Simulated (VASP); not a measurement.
Runs of VASP 6.6.1 on Ba3Hf. The structure is that of space group Pm-3m (No. 221), or close to it. The cells are those of the table. 

```tsv
task	cell	k mesh	cutoff (eV)	gap on the mesh (eV)	pressure (GPa)	relaxed volume (Å³/atom)
single point	a = 5.586 Å, 4 atoms	8 × 8 × 8	520	none	0.2	-
relaxation of cell and atoms	relaxed from a = 5.586 Å, 4 atoms	8 × 8 × 8	600	none	0.0	(a)
single point	a = 5.586 Å, 4 atoms	4 × 4 × 4	520	none	0.4	-
single point	a = 5.060 Å, 4 atoms	4 × 4 × 4	520	none	7.7	-
relaxation of cell and atoms	relaxed from a = 5.060 Å, 4 atoms	4 × 4 × 4	600	none	0.0	(b)
```

Alike in all rows: level PBE; potentials or basis VASP PAW PBE potentials, release 64 (Ba_sv, Hf_pv); no spin polarisation; smearing gaussian 0.1 eV.

Task: Fill in the values left out.

Result: (a) 44.26; (b) 44.55.

Caveats: spin-orbit coupling is left out, which moves the levels of the heavy elements; the cell stands under pressure (at least some runs); the volume moved by over 15 % at a fixed basis, so the end points are rough (at least some runs).

A k mesh can miss the band edges, and the runs leave out spin-orbit coupling on Ba, Hf.

A gap of «none» marks levels without a gap at the run's occupations.
